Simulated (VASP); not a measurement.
# Zr4C (F-43m) in VASP: a series of runs, part 2 of 2

VASP 6.6.1.

### Step 4. Single point, PBE, collinear spin

This run uses another cell than the first one, of 24.19 Å³/atom.

INCAR reads:

```
PREC = Accurate ; ENCUT = 520
EDIFF = 1E-7 ; ISMEAR = 0
SIGMA = 0.1 ; LREAL = F
LASPH = T ; NELM = 150
ALGO = Normal ; ISIF = 2
LWAVE = F ; LCHARG = T
ISPIN = 2 ; MAGMOM = 1 1 1 1 0
LORBIT = 11 ; LMAXMIX = 4
GGA = PE ; LELF = T
LVHAR = T ; NBANDS = 38
```

KPOINTS reads:

```
regular mesh
0
Gamma
  4 4 4
```

POSCAR reads:

```
Zr4C
1.0
    0.0000000000      3.9249072892      3.9249072892
    3.9249072892      0.0000000000      3.9249072892
    3.9249072892      3.9249072892      0.0000000000
Zr C
4 1
Direct
    0.6257133561      0.1228599318      0.6257133561
    0.6257133561      0.6257133561      0.6257133561
    0.1228599318      0.6257133561      0.6257133561
    0.6257133561      0.6257133561      0.1228599318
    0.0000000000      0.0000000000      0.0000000000
```

Potentials or basis: VASP PAW PBE potentials, release 64 (Zr_sv, C).

The run is started by

```sh
$ cat potpaw_PBE.64/Zr_sv/POTCAR potpaw_PBE.64/C/POTCAR > POTCAR
$ mpirun -np 1 vasp_std > vasp.out
```

OUTCAR:

```text
PREC = Accurate
   ENCUT = 520
   EDIFF = 1E-7
   ISMEAR = 0
   LREAL = F
   LASPH = T
   NELM = 150
   ISIF = 2
   ISPIN = 2
   LORBIT = 11
   GGA = PE

 ion  position               nearest neighbor table
   1  0.626  0.123  0.626-   2 2.76   3 2.76   4 2.76   4 2.79   2 2.79   3 2.79
   2  0.626  0.626  0.626-   1 2.76   3 2.76   4 2.76   4 2.79   1 2.79   3 2.79
   3  0.123  0.626  0.626-   1 2.76   2 2.76   4 2.76   2 2.79   4 2.79   1 2.79
   4  0.626  0.626  0.123-   1 2.76   2 2.76   3 2.76   2 2.79   1 2.79   3 2.79
   5  0.000  0.000  0.000-

  LATTYP: Found a face centered cubic cell.
 ALAT       =     7.8498145784

  Lattice vectors:

 A1 = (   0.0000000000,   3.9249072892,   3.9249072892)
 A2 = (   3.9249072892,   0.0000000000,   3.9249072892)
 A3 = (   3.9249072892,   3.9249072892,   0.0000000000)

Analysis of symmetry for initial positions (statically):
=====================================================================
 Subroutine PRICEL returns:
[... 848 lines left out ...]
  -------------------------------------------------------------------------------------
  Total        0.2450108      0.2450108      0.2450108      0.0000000     -0.0000000      0.0000000
  in kB        3.2462177      3.2462177      3.2462177      0.0000000     -0.0000000      0.0000000
  external PRESSURE =       3.2462177 kB  Pullay stress =       0.0000000 kB

 VOLUME and BASIS-vectors are now :
 -----------------------------------------------------------------------------
  energy-cutoff  :      520.00
  volume of cell :      120.93
      direct lattice vectors                 reciprocal lattice vectors
     0.000000000  3.924907289  3.924907289    -0.127391544  0.127391544  0.127391544
     3.924907289  0.000000000  3.924907289     0.127391544 -0.127391544  0.127391544
     3.924907289  3.924907289  0.000000000     0.127391544  0.127391544 -0.127391544

 POSITION                                       TOTAL-FORCE (eV/Angst)
 -----------------------------------------------------------------------------------
      2.93808      4.91173      2.93808         0.003470     -0.003470      0.003470
      4.91173      4.91173      4.91173        -0.003470     -0.003470     -0.003470
      4.91173      2.93808      2.93808        -0.003470      0.003470      0.003470
      2.93808      2.93808      4.91173         0.003470      0.003470     -0.003470
      0.00000      0.00000      0.00000        -0.000000     -0.000000     -0.000000
 -----------------------------------------------------------------------------------
    total drift:                               -0.000001     -0.000001     -0.000001

  FREE ENERGIE OF THE ION-ELECTRON SYSTEM (eV)
  ---------------------------------------------------
  free  energy   TOTEN  =       -33.6251325166 eV

  energy  without entropy=      -33.5908391932  energy(sigma->0) =      -33.60798585

 total charge

# of ion       s       p       d       tot
------------------------------------------
    1        2.238   5.906   2.036  10.181
    2        2.238   5.906   2.036  10.181
    3        2.238   5.906   2.036  10.181
    4        2.238   5.906   2.036  10.181
    5        0.952   1.042   0.000   1.994
--------------------------------------------------
tot          9.905  24.666   8.146  42.717

 magnetization (x)

# of ion       s       p       d       tot
------------------------------------------
    1        0.000   0.000   0.000   0.000
    2        0.000   0.000   0.000   0.000
    3        0.000   0.000   0.000   0.000
    4        0.000   0.000   0.000   0.000
    5       -0.000  -0.000   0.000  -0.000
--------------------------------------------------
tot          0.000  -0.000   0.001   0.001
```

stdout:

```text
POSCAR found type information on POSCAR ZrC
 POSCAR found :  2 types and       5 ions
 scaLAPACK will be used
 LDA part: xc-table for (Slater+PW92), standard interpolation
 POSCAR, INCAR and KPOINTS ok, starting setup
 FFT: planning ... GRIDC
 FFT: planning ... GRID_SOFT
 FFT: planning ... GRID
 WAVECAR not read
 entering main loop
```

Run time: 89 s. Hardware: 1 thread of AMD EPYC 7R13 (Zen 3), shared host; peak memory 0.3 GiB.

What came out:

```yaml
Free_energy: -33.6251 eV
Pressure: 0.3 GPa
Largest_force: 0.006 eV/Å
Band_gap_on_the_k_mesh: zero (filled and empty bands overlap)
Net_moment: 0.00 μB per cell
Valence_electrons_inside_the_program's_atomic_spheres: Zr 10.18; C 1.99
```

Forces on the atoms (eV/Å):
```
Zr   0.003 -0.003  0.003
Zr  -0.003 -0.003 -0.003
Zr  -0.003  0.003  0.003
Zr   0.003  0.003 -0.003
C    0.000  0.000  0.000
```

### Step 5. Relaxation of cell and atoms, PBE

This run uses another cell than the first one, of 24.19 Å³/atom.

INCAR reads:

```
SYSTEM = Zr4C
PREC     = Accurate       ! precision mode
ENCUT    = 600            ! plane-wave cutoff, eV
EDIFF    = 1E-6           ! SCF threshold, eV
ISMEAR   = 0              ! smearing method
SIGMA    = 0.1            ! smearing width, eV
LREAL    = .False.        ! projectors in reciprocal space
LASPH    = .True.         ! aspherical terms in the spheres
NELM     = 80             ! most SCF steps
ALGO     = Normal         ! electronic algorithm
ISIF     = 3              ! what is computed and relaxed
LWAVE    = .False.        ! write WAVECAR
LCHARG   = .False.        ! write CHGCAR
GGA      = PE             ! functional
IBRION   = 2              ! ionic algorithm
NSW      = 100            ! ionic steps
EDIFFG   = -0.01          ! ionic threshold
```

KPOINTS reads:

```
regular mesh
0
Gamma
  8 8 8
  0 0 0
```

POSCAR is that of step 4.

Potentials or basis: VASP PAW PBE potentials, release 64 (Zr_sv, C).

The run is started by

```sh
$ cat potpaw_PBE.64/Zr_sv/POTCAR potpaw_PBE.64/C/POTCAR > POTCAR
$ mpirun -np 1 vasp_std > vasp.out
```

OUTCAR:

```text
SYSTEM = Zr4C
   PREC = Accurate
   ENCUT = 600
   EDIFF = 1E-6
   ISMEAR = 0
   LREAL = .False.
   LASPH = .True.
   NELM = 80
   ISIF = 3
   GGA = PE
   IBRION = 2
   NSW = 100
   EDIFFG = -0.01

 ion  position               nearest neighbor table
   1  0.626  0.123  0.626-   2 2.76   3 2.76   4 2.76   4 2.79   2 2.79   3 2.79
   2  0.626  0.626  0.626-   1 2.76   3 2.76   4 2.76   4 2.79   1 2.79   3 2.79
   3  0.123  0.626  0.626-   1 2.76   2 2.76   4 2.76   2 2.79   4 2.79   1 2.79
   4  0.626  0.626  0.123-   1 2.76   2 2.76   3 2.76   2 2.79   1 2.79   3 2.79
   5  0.000  0.000  0.000-

  LATTYP: Found a face centered cubic cell.
 ALAT       =     7.8498145784

  Lattice vectors:

 A1 = (   0.0000000000,   3.9249072892,   3.9249072892)
 A2 = (   3.9249072892,   0.0000000000,   3.9249072892)
 A3 = (   3.9249072892,   3.9249072892,   0.0000000000)

Analysis of symmetry for initial positions (statically):
=====================================================================
 Subroutine PRICEL returns:
 Original cell was already a primitive cell.

 Routine SETGRP: Setting up the symmetry group for a
 face centered cubic supercell.

 Subroutine GETGRP returns: Found 24 space group operations
 (whereof 24 operations were pure point group operations)
 out of a pool of 48 trial point group operations.

The static configuration has the point symmetry T_d .

Analysis of symmetry for dynamics (positions and initial velocities):
=====================================================================
 Subroutine PRICEL returns:
 Original cell was already a primitive cell.

 Routine SETGRP: Setting up the symmetry group for a
 face centered cubic supercell.

 Subroutine GETGRP returns: Found 24 space group operations
 (whereof 24 operations were pure point group operations)
 out of a pool of 48 trial point group operations.

The dynamic configuration has the point symmetry T_d .

 Subroutine INISYM returns: Found 24 space group operations
 (whereof 24 operations are pure point group operations),
 and found     1 'primitive' translations
[... 130 lines left out ...]
   LEPSILON=     F    determine dielectric tensor
   LRPA    =     F    only Hartree local field effects (RPA)
 conjugate gradient relaxation of ions
 non-spin polarized calculation
 Gauss-broadening in eV      SIGMA  =   0.10
  energy-cutoff  :      600.00
  volume of cell :      120.93
 maximum number of plane-waves:      4056
 NGX is ok and might be reduce to    48
   NGX = 23   NGY = 23   NGZ = 23

--------------------------------------- Ionic step        1  -------------------------------------------

 number of electron      52.0000000 magnetization

 Free energy of the ion-electron system (eV)
  ---------------------------------------------------
  ext. energy  EPLUGINS =         0.00000000
  ---------------------------------------------------
  free energy    TOTEN  =       -33.47186470 eV

  energy without entropy =      -33.44471866  energy(sigma->0) =      -33.45829168

------------------------ aborting loop because EDIFF is reached ----------------------------------------

  FORCE on cell =-STRESS in cart. coord.  units (eV):
  Direction    XX          YY          ZZ          XY          YZ          ZX
  --------------------------------------------------------------------------------------
  -------------------------------------------------------------------------------------
  Total        0.8581822      0.8581822      0.8581822     -0.0000000     -0.0000000      0.0000000
  in kB       11.3702984     11.3702984     11.3702984     -0.0000000     -0.0000000      0.0000000
  external PRESSURE =      11.3702984 kB  Pullay stress =       0.0000000 kB
[... 143 lines left out ...]
--------------------------------------- Ionic step        5  -------------------------------------------

 number of electron      52.0000000 magnetization

 Free energy of the ion-electron system (eV)
  ---------------------------------------------------
  ext. energy  EPLUGINS =         0.00000000
  ---------------------------------------------------
  free energy    TOTEN  =       -33.48077438 eV

  energy without entropy =      -33.45481188  energy(sigma->0) =      -33.46779313

 E-fermi :   6.2763     XC(G=0):  -9.9004

 val. band max:        6.2737350733   @ k =   0.3750   0.0000   0.0000
 cond. band min:       6.2932676515   @ k =  -0.2500   0.5000   0.2500
 fundamental gap:      0.0195325782
 Fermi energy:         6.2763415810

 k-point     1 :       0.0000    0.0000    0.0000
  band No.  band energies     occupation
      1     -42.5153      2.00000
      2     -42.0805      2.00000
      3     -42.0805      2.00000
      4     -42.0805      2.00000
      5     -21.9881      2.00000
      6     -21.0070      2.00000
[... 805 lines left out ...]
     30       7.3411      0.00000
     31       7.4077      0.00000

 [... further k-points ...]

------------------------ aborting loop because EDIFF is reached ----------------------------------------

  FORCE on cell =-STRESS in cart. coord.  units (eV):
  Direction    XX          YY          ZZ          XY          YZ          ZX
  --------------------------------------------------------------------------------------
  -------------------------------------------------------------------------------------
  Total        0.0299796      0.0299796      0.0299796      0.0000000      0.0000000      0.0000000
  in kB        0.3890945      0.3890945      0.3890945      0.0000000      0.0000000      0.0000000
  external PRESSURE =       0.3890945 kB  Pullay stress =       0.0000000 kB
[... 20 lines left out ...]
  FREE ENERGIE OF THE ION-ELECTRON SYSTEM (eV)
  ---------------------------------------------------
  free  energy   TOTEN  =       -33.4807743826 eV

  energy  without entropy=      -33.4548118788  energy(sigma->0) =      -33.46779313

 reached required accuracy - stopping structural energy minimisation
```

Wall time 7.7 min (1 thread of AMD EPYC 7R13 (Zen 3), shared host); peak memory 0.37 GiB.

What came out:

```yaml
Free_energy: -33.4808 eV
Relaxed_volume: 24.69 Å³/atom
Relaxed_cell: a = 5.589 Å, b = 5.589 Å, c = 5.589 Å, α = 60.00°, β = 60.00°, γ = 60.00°
Space_group_after_relaxing_to_0.1_Å: F-43m (No. 216)
Energy_gained_by_relaxing: 1.8 meV/atom
Ionic_steps: 5
Pressure_after_relaxing: 0.0 GPa
Largest_force_after_relaxing: 0.008 eV/Å
Band_gap_on_the_k_mesh: zero (bands 26 and 27 overlap by 0.99 eV)
```

Forces on the atoms (eV/Å):
```
Zr   0.005 -0.005  0.005
Zr  -0.005 -0.005 -0.005
Zr  -0.005  0.005  0.005
Zr   0.005  0.005 -0.005
C    0.000  0.000  0.000
```

Step by step:
```csv
step,energy change (eV),largest force (eV/Å),pressure (GPa),volume (Å³)
1,0.0000,0.0254,1.14,120.93
2,-0.0085,0.0435,-0.20,123.95
3,-0.0088,0.0326,0.01,123.45
4,-0.0088,0.0314,0.02,123.40
5,-0.0089,0.0080,0.04,123.45
```

Final structure:
```
Zr C
1.0
     0.00000    3.95200    3.95200
     3.95200    0.00000    3.95200
     3.95200    3.95200    0.00000
Zr C
4 1
Cartesian
  2.9581 4.9459 2.9581
  4.9459 4.9459 4.9459
  4.9459 2.9581 2.9581
  2.9581 2.9581 4.9459
  0.0000 3.9520 3.9520
```

### Step 6. Overview

| task | spin | cell | k mesh | cutoff (eV) | gap on the mesh (eV) | pressure (GPa) | relaxed volume (Å³/atom) | largest force (eV/Å) |
| --- | --- | --- | --- | --- | --- | --- | --- | --- |
| relaxation of cell and atoms | off | relaxed from a = 4.617 Å, angles 60.0°, 5 atoms, atomic positions A | 4 × 4 × 4 | 600 | none | 0.0 | 24.23 | 0.03 |
| single point | off | a = 5.587 Å, angles 60.0°, 5 atoms, atomic positions B | 8 × 8 × 8 | 520 | none | 0.1 | - | 0.01 |
| single point | collinear | a = 5.551 Å, angles 60.0°, 5 atoms, atomic positions B | 4 × 4 × 4 | 520 | none | 0.3 | - | 0.01 |
| relaxation of cell and atoms | off | relaxed from a = 5.551 Å, angles 60.0°, 5 atoms, atomic positions B | 8 × 8 × 8 | 600 | none | 0.0 | 24.69 | 0.01 |

Alike in all rows: level PBE; potentials or basis VASP PAW PBE potentials, release 64 (Zr_sv, C); smearing gaussian 0.1 eV.

Caveats: some runs use coarse meshes; the volume moved by over 15 % at a fixed basis, so the end points are rough (at least some runs).

Absolute energies hang on the potentials; compare differences alone.

The gap in the log of VASP goes by the Fermi energy; the results here count the filled bands.